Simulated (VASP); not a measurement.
Set up this calculation in VASP 6.6.1, as the native input.

* Task: single point
* Functional: PBE
* Potentials or basis: VASP PAW PBE potentials, release 64 (Ta_pv, W_sv)
* Cutoff: 520 eV
* k mesh: 6 × 6 × 2
* Occupations: gaussian, width 0.1 eV
* Spin: no spin polarisation
* Dipole correction: no
* Further INCAR settings: ALGO = Fast; EDIFF = 1e-06; NBANDS = 44

The structure of Ta5W lies in POSCAR:

```
Ta5W
1.0
    2.7727481904      0.0000000000      0.0000000000
    0.0000000000      2.7727481904      0.0000000000
    0.0000000000      0.0000000000     14.2544445341
Ta W
5 1
Direct
    0.0000000000      0.0000000000      0.8314861345
    0.5000000000      0.5000000000      0.0000000000
    0.0000000000      0.0000000000      0.1685138655
    0.5000000000      0.5000000000      0.3355240565
    0.5000000000      0.5000000000      0.6644759435
    0.0000000000      0.0000000000      0.5000000000
```

One way to write it, as run:

INCAR

```
PREC = Accurate ; ENCUT = 520
EDIFF = 1E-6 ; ISMEAR = 0
SIGMA = 0.1 ; LREAL = F
LASPH = T ; NELM = 80
ALGO = Fast ; ISIF = 2
LWAVE = F ; LCHARG = F
GGA = PE ; NBANDS = 44
```

KPOINTS

```
Automatic mesh
0
Gamma
  6 6 2
```

Potentials or basis: VASP PAW PBE potentials, release 64 (Ta_pv, W_sv).

Launch:

```bash
$ cat potpaw_PBE.64/Ta_pv/POTCAR potpaw_PBE.64/W_sv/POTCAR > POTCAR
$ mpirun -np 1 vasp_std > vasp.out
```

Results of the run:

| Property | Result |
| --- | --- |
| Pressure | 0.2 GPa |
| Largest force | 0.016 eV/Å |
| Band gap on the k mesh | zero (an odd number of electrons rules out a gap without spin polarisation) |

Caveat: the k points lie up to 0.38 Å⁻¹ apart, too coarse for converged energies and pressures of a metal; spin-orbit coupling is left out, which moves the levels of the heavy elements.

It took 84 s on 1 thread of AMD EPYC 9R45 96-Core Processor (Zen 5), on a shared host, peak memory 0.24 GiB.
